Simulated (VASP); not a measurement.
Set up this calculation in VASP 6.6.1, as the native input.

```
Task                   : single point
Functional             : r2SCAN
Potentials or basis    : VASP PAW PBE potentials, release 64 (Zn, S)
Cutoff                 : 520 eV
k mesh                 : 6 × 6 × 2
Occupations            : gaussian, width 0.05 eV
Spin                   : no spin polarisation
Dipole correction      : no
Further INCAR settings : ALGO = Normal; EDIFF = 1e-07; NBANDS = 46; ISYM = 0
```

Crystal: ZnS.

```
Zn S
1.0
    -2.69451   -2.69451    0.00000
     2.69451   -2.69451    0.00000
    -2.69451    0.00000   10.77805
Zn S
4 4
Direct
  0.40625 0.59375 0.18750
  0.78125 0.21875 0.43750
  0.15625 0.84375 0.68750
  0.53125 0.46875 0.93750
  0.34375 0.15625 0.31250
  0.71875 0.78125 0.56250
  0.09375 0.40625 0.81250
  0.96875 0.53125 0.06250
```

The input as run:

POSCAR

```
ZnS
1.0
   -2.6945131931     -2.6945131931      0.0000000000
    2.6945131931     -2.6945131931      0.0000000000
   -2.6945131931      0.0000000000     10.7780527726
Zn S
4 4
Direct
    0.4062500000      0.5937500000      0.1875000000
   -0.2187500000      0.2187500000      0.4375000000
    0.1562500000      0.8437500000      0.6875000000
   -0.4687500000      0.4687500000      0.9375000000
    0.3437500000      0.1562500000      0.3125000000
   -0.2812500000      0.7812500000      0.5625000000
    0.0937500000      0.4062500000      0.8125000000
   -0.0312500000      0.5312500000      0.0625000000
```

INCAR.step1

```
  PREC = Accurate
  ENCUT = 520
  ISMEAR = 0
  SIGMA = 0.05
  LREAL = False
  LASPH = True
  NELM = 60
  NBANDS = 46
  ISYM = 0
  GGA = PE
  ALGO = Normal
  EDIFF = 1E-4
  LWAVE = True
  LCHARG = False
```

INCAR.step2

```
  PREC = Accurate
  ENCUT = 520
  EDIFF = 1E-7
  ISMEAR = 0
  SIGMA = 0.05
  LREAL = False
  LASPH = True
  NELM = 60
  ALGO = Normal
  ISIF = 2
  LWAVE = False
  LCHARG = False
  METAGGA = R2SCAN
  LMIXTAU = True
  NBANDS = 46
  ISYM = 0
  ISTART = 1
```

KPOINTS

```
Automatic mesh
0
Gamma
  6 6 2
```

Potentials or basis: VASP PAW PBE potentials, release 64 (Zn, S).

Launch:

```sh
$ cat potpaw_PBE.64/Zn/POTCAR potpaw_PBE.64/S/POTCAR > POTCAR
$ cp INCAR.step1 INCAR
$ mpirun -np 1 vasp_std > vasp.out
$ cp INCAR.step2 INCAR
$ mpirun -np 1 vasp_std > vasp.out
```

Results of the run:

```yaml
Pressure: 3.5 GPa
Largest_force: 2.974 eV/Å
Band_gap_on_the_k_mesh: 0.61 eV, direct
```

Caveat: the PAW data sets were made with another functional, which shifts forces and pressure a little.

It took 8.4 min on 1 thread of Intel(R) Xeon(R) 6975P-C (Granite Rapids) (shared host), peak memory 0.39 GiB.
